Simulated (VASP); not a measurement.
Runs of VASP 6.6.1 on CsPbCl3. The structure is that of space group P4/mmm (No. 123), or close to it. The cells are those of the table. 

```csv
cell,gap on the mesh (eV),pressure (GPa)
"a = 5.745, b = 5.745, c = 5.465 Å, 5 atoms",1.76,-0.3
"a = 5.605, b = 5.605, c = 5.885 Å, 5 atoms",1.77,-0.9
"a = 5.885, b = 5.885, c = 5.325 Å, 5 atoms",(b),-0.4
"a = 5.745, b = 5.745, c = 5.325 Å, 5 atoms",1.52,0.6
"a = 5.465, b = 5.465, c = 5.885 Å, 5 atoms",(a),0.5
```

Alike in all rows: task single point; level PBEsol; potentials or basis VASP PAW PBE potentials, release 64 (Cs_sv, Pb_d, Cl); no spin polarisation; k mesh 6 × 6 × 6; cutoff (eV) 520; smearing gaussian 0.05 eV.

Problem. Fill in the values left out.

Solution. (a) 1.38; (b) 1.63.

Caveats: the PAW data sets were made with another functional, which shifts forces and pressure a little; spin-orbit coupling is left out, which moves the levels of the heavy elements.

A k mesh can miss the band edges, and the runs leave out spin-orbit coupling on Cs, Pb.
